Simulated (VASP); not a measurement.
# P (Cmce) in VASP: notebook, part 2 of 2

VASP 6.6.1. Earlier steps stand in the parts before.

### 3 Single point, PBE

This run uses another cell than the first one, of 17.51 Å³/atom, 1.045 times its volume.

File INCAR:

```
ALGO = Normal
EDIFF = 1E-7
ENCUT = 520
GGA = PE
ISIF = 2
ISMEAR = 0
LASPH = T
LCHARG = F
LREAL = F
LWAVE = F
NBANDS = 18
NELM = 100
PREC = Accurate
SIGMA = 0.05
```

File KPOINTS:

```
k-points
0
Gamma
  6 6 5
```

File POSCAR:

```
P
1.0
    1.6127467916     -5.0983106270      0.0000000000
    1.6127467916      5.0983106270      0.0000000000
    0.0000000000      0.0000000000      4.2592582467
P
4
Direct
    0.8983800000      0.1016200000      0.0806800000
    0.6016200000      0.3983800000      0.5806800000
    0.1016200000      0.8983800000      0.9193200000
    0.3983800000      0.6016200000      0.4193200000
```

Potentials or basis: VASP PAW PBE potentials, release 64 (P).

Started as:

```console
$ cat potpaw_PBE.64/P/POTCAR > POTCAR
$ mpirun -np 1 vasp_std > vasp.out
```

OUTCAR:

```text
EDIFF = 1E-7
   ENCUT = 520
   GGA = PE
   ISIF = 2
   ISMEAR = 0
   LASPH = T
   LREAL = F
   NELM = 100
   PREC = Accurate

 ion  position               nearest neighbor table
   1  0.898  0.102  0.081-   4 2.16   4 2.16   3 2.18
   2  0.602  0.398  0.581-   3 2.16   3 2.16   4 2.18
   3  0.102  0.898  0.919-   2 2.16   2 2.16   1 2.18
   4  0.398  0.602  0.419-   1 2.16   1 2.16   2 2.18

  LATTYP: Found a base centered orthorhombic cell.
 ALAT       =     3.2254935832
 B/A-ratio  =     3.1612591968
 C/A-ratio  =     1.3204981305

  Lattice vectors:

 A1 = (   1.6127467916,  -5.0983106270,   0.0000000000)
 A2 = (   1.6127467916,   5.0983106270,   0.0000000000)
 A3 = (   0.0000000000,   0.0000000000,   4.2592582467)

Analysis of symmetry for initial positions (statically):
=====================================================================
 Subroutine PRICEL returns:
 Original cell was already a primitive cell.

 Routine SETGRP: Setting up the symmetry group for a
 base centered orthorhombic supercell.

 Subroutine GETGRP returns: Found  8 space group operations
 (whereof  4 operations were pure point group operations)
 out of a pool of  8 trial point group operations.

The static configuration has the point symmetry C_2h.
 The point group associated with its full space group is D_2h.

Analysis of symmetry for dynamics (positions and initial velocities):
=====================================================================
 Subroutine PRICEL returns:
 Original cell was already a primitive cell.

 Routine SETGRP: Setting up the symmetry group for a
 base centered orthorhombic supercell.

 Subroutine GETGRP returns: Found  8 space group operations
 (whereof  4 operations were pure point group operations)
 out of a pool of  8 trial point group operations.
[... 116 lines left out ...]
   PSTRESS=    0.0 pullay stress
   NELECT =      20.0000    total number of electrons
   NUPDOWN=      -1.0000    fix difference up-down
   EMIN   =  10.00;   EMAX   =-10.00  energy-range for DOS
   EFERMI =   0.00;   METHOD = LEGACY
   ISMEAR =     0;   SIGMA  =   0.05  broadening in eV -4-tet -1-fermi 0-gaus
   EFERMI_NEDOS =   21; number of points for ismear=-14 and -15
   IALGO  =     38    algorithm
   IMIX   =      4    mixing-type and parameters
     AMIX     =   0.40;   BMIX     =  1.00
     AMIX_MAG =   1.60;   BMIX_MAG =  1.00
  volume/ion in A,a.u.               =      17.51       118.17
  Fermi-wavevector in a.u.,A,eV,Ry     =   1.078035  2.037190 15.812126  1.162158
  Thomas-Fermi vector in A             =   2.213962
   LORBIT       =      0    0 simple, 1 ext, 2 COOP (PROOUT), +10 PAW based schemes
   GGA     = PE    functional components
   LHFCALC =     F    Hartree Fock is set to
   AEXX    =    0.0000 exact exchange contribution
   IVDW    =     0    specifies the selected vdW correction
   LEPSILON=     F    determine dielectric tensor
   LRPA    =     F    only Hartree local field effects (RPA)
 non-spin polarized calculation
 Gauss-broadening in eV      SIGMA  =   0.05
  energy-cutoff  :      520.00
  volume of cell :       70.04
 maximum number of plane-waves:      1901
   NGX = 19   NGY = 19   NGZ = 15

 number of electron      19.9999998 magnetization

 Free energy of the ion-electron system (eV)
  ---------------------------------------------------
  ext. energy  EPLUGINS =         0.00000000
  ---------------------------------------------------
  free energy    TOTEN  =       -21.24499769 eV

  energy without entropy =      -21.24440100  energy(sigma->0) =      -21.24469935

 E-fermi :   7.4923     XC(G=0): -10.2130

 val. band max:        7.4611646425   @ k =  -0.3333   0.3333   0.0000
 cond. band min:       7.5337948428   @ k =   0.5000   0.1667   0.0000
 fundamental gap:      0.0726302003
 Fermi energy:         7.4922559443

 k-point     1 :       0.0000    0.0000    0.0000
  band No.  band energies     occupation
      1      -9.0094      2.00000
      2      -5.6600      2.00000
      3      -2.1832      2.00000
      4       0.0448      2.00000
      5       2.1706      2.00000
      6       3.2325      2.00000
[... 481 lines left out ...]
      5       1.2233      2.00000
      6       2.8321      2.00000
[... 10 lines left out ...]
     17      12.9673      0.00000
     18      13.8631      0.00000

 [... further k-points ...]
[... 5 lines left out ...]
  --------------------------------------------------------------------------------------
  -------------------------------------------------------------------------------------
  Total        5.0434355      4.1736043      3.9220856      0.0000000     -0.0000000      0.0000000
  in kB      115.3667352     95.4696662     89.7162693      0.0000000     -0.0000000      0.0000000
  external PRESSURE =     100.1842236 kB  Pullay stress =       0.0000000 kB

 VOLUME and BASIS-vectors are now :
 -----------------------------------------------------------------------------
  energy-cutoff  :      520.00
  volume of cell :       70.04
      direct lattice vectors                 reciprocal lattice vectors
     1.612746792 -5.098310627  0.000000000     0.310030070 -0.098071702  0.000000000
     1.612746792  5.098310627  0.000000000     0.310030070  0.098071702  0.000000000
     0.000000000  0.000000000  4.259258247     0.000000000  0.000000000  0.234782665

 POSITION                                       TOTAL-FORCE (eV/Angst)
 -----------------------------------------------------------------------------------
      1.61275     -4.06213      0.34364         0.000000      0.654456     -0.498305
      1.61275     -1.03618      2.47327         0.000000     -0.654456     -0.498305
      1.61275      4.06213      3.91562         0.000000     -0.654456      0.498305
      1.61275      1.03618      1.78599         0.000000      0.654456      0.498305
 -----------------------------------------------------------------------------------
    total drift:                               -0.000000     -0.000000     -0.000000

  FREE ENERGIE OF THE ION-ELECTRON SYSTEM (eV)
  ---------------------------------------------------
  free  energy   TOTEN  =       -21.2449976877 eV

  energy  without entropy=      -21.2444010040  energy(sigma->0) =      -21.24469935
```

It took 66 s on 1 thread of AMD EPYC 7R43 (Zen 3), shared host; peak memory 0.17 GiB.

Results:

| Item | Value |
| --- | --- |
| Free energy | -21.2450 eV |
| Pressure | 10.0 GPa |
| Largest force | 0.823 eV/Å |
| Band gap on the k mesh | 0.07 eV, indirect (least direct gap 0.42 eV) |

Forces on the atoms (eV/Å):
```
P    0.000  0.654 -0.498
P    0.000 -0.654 -0.498
P    0.000 -0.654  0.498
P    0.000  0.654  0.498
```

Stress tensor (GPa, compression positive):
```
11.54  0.00  0.00
 0.00  9.55  0.00
 0.00  0.00  8.97
```

A k mesh can miss the band edges.

### 4 Single point, PBE

This run uses another cell than the first one, of 18.27 Å³/atom, 1.091 times its volume.

File INCAR:

```
ALGO     = Normal         # electronic algorithm
EDIFF    = 1E-6           # SCF threshold, eV
ENCUT    = 520            # plane-wave cutoff, eV
GGA      = PE             # functional
ISIF     = 2              # what is computed and relaxed
ISMEAR   = 0              # smearing method
LASPH    = True           # aspherical terms in the spheres
LCHARG   = True           # write CHGCAR
LELF     = True           # ELF
LREAL    = False          # projectors in reciprocal space
LVHAR    = True         
LWAVE    = False          # write WAVECAR
NBANDS   = 18             # bands
NELM     = 60             # most SCF steps
PREC     = Accurate       # precision mode
SIGMA    = 0.05           # smearing width, eV
```

KPOINTS is that of step 3.

File POSCAR:

```
P
1.0
    1.6357891447     -5.1711534775      0.0000000000
    1.6357891447      5.1711534775      0.0000000000
    0.0000000000      0.0000000000      4.3201130148
P
4
Direct
    0.8983800000      0.1016200000      0.0806800000
    0.6016200000      0.3983800000      0.5806800000
    0.1016200000      0.8983800000      0.9193200000
    0.3983800000      0.6016200000      0.4193200000
```

Started as:

```console
$ cat potpaw_PBE.64/P/POTCAR > POTCAR
$ mpirun -np 1 vasp_std > vasp.out
```

Wall time 83 s (1 thread of AMD EPYC 7R43 (Zen 3), shared host); peak memory 0.18 GiB.

Results (log left out):

```yaml
Free_energy: -21.3914 eV
Pressure: 5.5 GPa
Largest_force: 0.402 eV/Å
Band_gap_on_the_k_mesh: 0.11 eV, indirect (least direct gap 0.39 eV)
```

Forces on the atoms (eV/Å):
```
P    0.000  0.326 -0.235
P    0.000 -0.326 -0.235
P    0.000 -0.326  0.235
P    0.000  0.326  0.235
```

Stress tensor (GPa, compression positive):
```
6.03 0.00 0.00
0.00 5.55 0.00
0.00 0.00 4.83
```

Levels at points of the mesh, in eV from the valence-band top:
```csv
k point,band 8,band 9,band 10,band 11,band 12,band 13
"(0.00, 0.00, 0.00)",-2.89,-2.53,-1.36,0.79,1.18,2.02
"(0.50, 0.00, 0.00)",-3.38,-2.66,-2.66,0.87,0.87,1.23
"(0.50, 0.50, 0.00)",-2.21,-1.60,0.00,0.39,0.72,2.46
```

### 5 Single point, PBE

This run uses another cell than the first one, of 19.03 Å³/atom, 1.136 times its volume.

File INCAR:

```
  PREC = Accurate
  ENCUT = 520
  EDIFF = 1E-7
  ISMEAR = 0
  SIGMA = 0.05
  LREAL = F
  LASPH = T
  NELM = 60
  ALGO = Normal
  ISIF = 2
  LWAVE = F
  LCHARG = T
  GGA = PE
  LELF = T
  LVHAR = T
  NBANDS = 18
```

File KPOINTS:

```
Automatic mesh
0
Gamma
  6 6 5
```

File POSCAR:

```
P
1.0
    1.6582000000     -5.2420000000      0.0000000000
    1.6582000000      5.2420000000      0.0000000000
    0.0000000000      0.0000000000      4.3793000000
P
4
Direct
    0.8983800000      0.1016200000      0.0806800000
    0.6016200000      0.3983800000      0.5806800000
    0.1016200000      0.8983800000      0.9193200000
    0.3983800000      0.6016200000      0.4193200000
```

Potentials or basis: VASP PAW PBE potentials, release 64 (P).

Started as:

```console
$ cat potpaw_PBE.64/P/POTCAR > POTCAR
$ mpirun -np 1 vasp_std > vasp.out
```

OUTCAR:

```text
PREC = Accurate
   ENCUT = 520
   EDIFF = 1E-7
   ISMEAR = 0
   LREAL = F
   LASPH = T
   NELM = 60
   ISIF = 2
   GGA = PE

 ion  position               nearest neighbor table
   1  0.898  0.102  0.081-   4 2.22   4 2.22   3 2.24
   2  0.602  0.398  0.581-   3 2.22   3 2.22   4 2.24
   3  0.102  0.898  0.919-   2 2.22   2 2.22   1 2.24
   4  0.398  0.602  0.419-   1 2.22   1 2.22   2 2.24

  LATTYP: Found a base centered orthorhombic cell.
 ALAT       =     3.3164000000
 B/A-ratio  =     3.1612591967
 C/A-ratio  =     1.3204981305

  Lattice vectors:

 A1 = (   1.6582000000,  -5.2420000000,   0.0000000000)
 A2 = (   1.6582000000,   5.2420000000,   0.0000000000)
 A3 = (   0.0000000000,   0.0000000000,   4.3793000000)

Analysis of symmetry for initial positions (statically):
=====================================================================
 Subroutine PRICEL returns:
 Original cell was already a primitive cell.

 Routine SETGRP: Setting up the symmetry group for a
 base centered orthorhombic supercell.

 Subroutine GETGRP returns: Found  8 space group operations
 (whereof  4 operations were pure point group operations)
 out of a pool of  8 trial point group operations.

The static configuration has the point symmetry C_2h.
 The point group associated with its full space group is D_2h.

Analysis of symmetry for dynamics (positions and initial velocities):
=====================================================================
 Subroutine PRICEL returns:
 Original cell was already a primitive cell.

 Routine SETGRP: Setting up the symmetry group for a
 base centered orthorhombic supercell.

 Subroutine GETGRP returns: Found  8 space group operations
 (whereof  4 operations were pure point group operations)
 out of a pool of  8 trial point group operations.

The dynamic configuration has the point symmetry C_2h.
 The point group associated with its full space group is D_2h.

 Subroutine INISYM returns: Found  8 space group operations
[... 122 lines left out ...]
  volume/ion in A,a.u.               =      19.03       128.44
  Fermi-wavevector in a.u.,A,eV,Ry     =   1.048484  1.981348 14.957149  1.099319
  Thomas-Fermi vector in A             =   2.183408
   LORBIT       =      0    0 simple, 1 ext, 2 COOP (PROOUT), +10 PAW based schemes
   GGA     = PE    functional components
   LHFCALC =     F    Hartree Fock is set to
   AEXX    =    0.0000 exact exchange contribution
   IVDW    =     0    specifies the selected vdW correction
   LEPSILON=     F    determine dielectric tensor
   LRPA    =     F    only Hartree local field effects (RPA)
 non-spin polarized calculation
 Gauss-broadening in eV      SIGMA  =   0.05
  energy-cutoff  :      520.00
  volume of cell :       76.13
 maximum number of plane-waves:      2068
 NGX is ok and might be reduce to    42
   NGX = 21   NGY = 21   NGZ = 17

 number of electron      19.9999999 magnetization

 Free energy of the ion-electron system (eV)
  ---------------------------------------------------
  ext. energy  EPLUGINS =         0.00000000
  ---------------------------------------------------
  free energy    TOTEN  =       -21.45943336 eV

  energy without entropy =      -21.45932196  energy(sigma->0) =      -21.45937766

 E-fermi :   6.6253     XC(G=0):  -9.8466

 val. band max:        6.5713977901   @ k =   0.5000   0.5000   0.0000
 cond. band min:       6.7012740502   @ k =   0.5000   0.1667   0.0000
 fundamental gap:      0.1298762601
 Fermi energy:         6.6253488985

 k-point     1 :       0.0000    0.0000    0.0000
  band No.  band energies     occupation
      1      -9.2361      2.00000
      2      -6.1974      2.00000
      3      -2.9595      2.00000
      4      -0.3690      2.00000
      5       1.6560      2.00000
      6       1.9241      2.00000
[... 481 lines left out ...]
      5       0.7033      2.00000
      6       1.9621      2.00000
[... 10 lines left out ...]
     17      11.9978      0.00000
     18      12.8899      0.00000

 [... further k-points ...]

------------------------ aborting loop because EDIFF is reached ----------------------------------------

  FORCE on cell =-STRESS in cart. coord.  units (eV):
  Direction    XX          YY          ZZ          XY          YZ          ZX
  --------------------------------------------------------------------------------------
  -------------------------------------------------------------------------------------
  Total        0.7476372      1.0828772      0.6819160      0.0000000      0.0000000      0.0000000
  in kB       15.7337721     22.7887842     14.3506925      0.0000000      0.0000000      0.0000000
  external PRESSURE =      17.6244162 kB  Pullay stress =       0.0000000 kB

 VOLUME and BASIS-vectors are now :
 -----------------------------------------------------------------------------
  energy-cutoff  :      520.00
  volume of cell :       76.13
      direct lattice vectors                 reciprocal lattice vectors
     1.658200000 -5.242000000  0.000000000     0.301531781 -0.095383441  0.000000000
     1.658200000  5.242000000  0.000000000     0.301531781  0.095383441  0.000000000
     0.000000000  0.000000000  4.379300000     0.000000000  0.000000000  0.228346996

 POSITION                                       TOTAL-FORCE (eV/Angst)
 -----------------------------------------------------------------------------------
      1.65820     -4.17662      0.35332         0.000000      0.047885     -0.011803
      1.65820     -1.06538      2.54297         0.000000     -0.047885     -0.011803
      1.65820      4.17662      4.02598         0.000000     -0.047885      0.011803
      1.65820      1.06538      1.83633         0.000000      0.047885      0.011803
 -----------------------------------------------------------------------------------
    total drift:                               -0.000000     -0.000000     -0.000000

  FREE ENERGIE OF THE ION-ELECTRON SYSTEM (eV)
  ---------------------------------------------------
  free  energy   TOTEN  =       -21.4594333637 eV

  energy  without entropy=      -21.4593219612  energy(sigma->0) =      -21.45937766
```

OSZICAR:

```text
N       E                     dE             d eps       ncg     rms          rms(c)
DAV:   1     0.572346454794E+02    0.57235E+02   -0.83274E+03  1404   0.944E+02
DAV:   2    -0.178857177126E+02   -0.75120E+02   -0.71417E+02  1822   0.150E+02
DAV:   3    -0.215722955297E+02   -0.36866E+01   -0.36613E+01  1902   0.334E+01
DAV:   4    -0.216094601424E+02   -0.37165E-01   -0.37133E-01  1784   0.402E+00
DAV:   5    -0.216100829915E+02   -0.62285E-03   -0.62276E-03  1836   0.502E-01    0.103E+01
DAV:   6    -0.215038264060E+02    0.10626E+00   -0.54020E-02  1654   0.122E+00    0.608E+00
DAV:   7    -0.214592837870E+02    0.44543E-01   -0.98772E-02  1712   0.168E+00    0.275E-01
DAV:   8    -0.214593255345E+02   -0.41747E-04   -0.10280E-02  1632   0.581E-01    0.132E-01
DAV:   9    -0.214593992783E+02   -0.73744E-04   -0.44087E-04  1772   0.125E-01    0.711E-02
DAV:  10    -0.214594242696E+02   -0.24991E-04   -0.60045E-05  1774   0.419E-02    0.290E-02
DAV:  11    -0.214594330137E+02   -0.87440E-05   -0.12372E-05  1642   0.240E-02    0.981E-03
DAV:  12    -0.214594334198E+02   -0.40612E-06   -0.52008E-07  1888   0.425E-03    0.222E-03
DAV:  13    -0.214594333637E+02    0.56129E-07   -0.13085E-07  1226   0.224E-03
   1 F= -.21459433E+02 E0= -.21459378E+02  d E =-.111402E-03
```

stdout:

```text
POSCAR found type information on POSCAR P
 POSCAR found :  1 types and       4 ions
 scaLAPACK will be used
 LDA part: xc-table for (Slater+PW92), standard interpolation
 POSCAR, INCAR and KPOINTS ok, starting setup
 FFT: planning ... GRIDC
 FFT: planning ... GRID_SOFT
 FFT: planning ... GRID
 WAVECAR not read
 entering main loop
```

Run time: 1.9 min. Hardware: 1 thread of AMD EPYC 7R43 (Zen 3), shared host; peak memory 0.19 GiB.

What came out:

| Item | Value |
| --- | --- |
| Free energy | -21.4594 eV |
| Pressure | 1.8 GPa |
| Largest force | 0.049 eV/Å |
| Band gap on the k mesh | 0.13 eV, indirect (least direct gap 0.29 eV) |

Forces in eV/Å, atoms in the order of the input:
```
P    0.000  0.048 -0.012
P    0.000 -0.048 -0.012
P    0.000 -0.048  0.012
P    0.000  0.048  0.012
```

### 6 Summary

```tsv
cell	gap on the mesh (eV)	pressure (GPa)	largest force (eV/Å)
a = 5.269, b = 5.269, c = 4.197 Å, angles 90.0, 90.0, 144.9°, 4 atoms	-	15.6	1.33
a = 5.347, b = 5.347, c = 4.259 Å, angles 90.0, 90.0, 144.9°, 4 atoms	0.07	10.0	0.82
a = 5.424, b = 5.424, c = 4.320 Å, angles 90.0, 90.0, 144.9°, 4 atoms	0.11	5.5	0.40
a = 5.498, b = 5.498, c = 4.379 Å, angles 90.0, 90.0, 144.9°, 4 atoms	0.13	1.8	0.05
```

Alike in all rows: task single point; level PBE; potentials or basis VASP PAW PBE potentials, release 64 (P); no spin polarisation; k mesh 6 × 6 × 5; cutoff (eV) 520; smearing gaussian 0.05 eV.

Caveats: forces of over 1 eV/Å act on the atoms, so gaps and moduli don't describe the material at rest (some runs).

Total energies depend on the potentials used, so only differences within one code and one set of settings carry meaning.
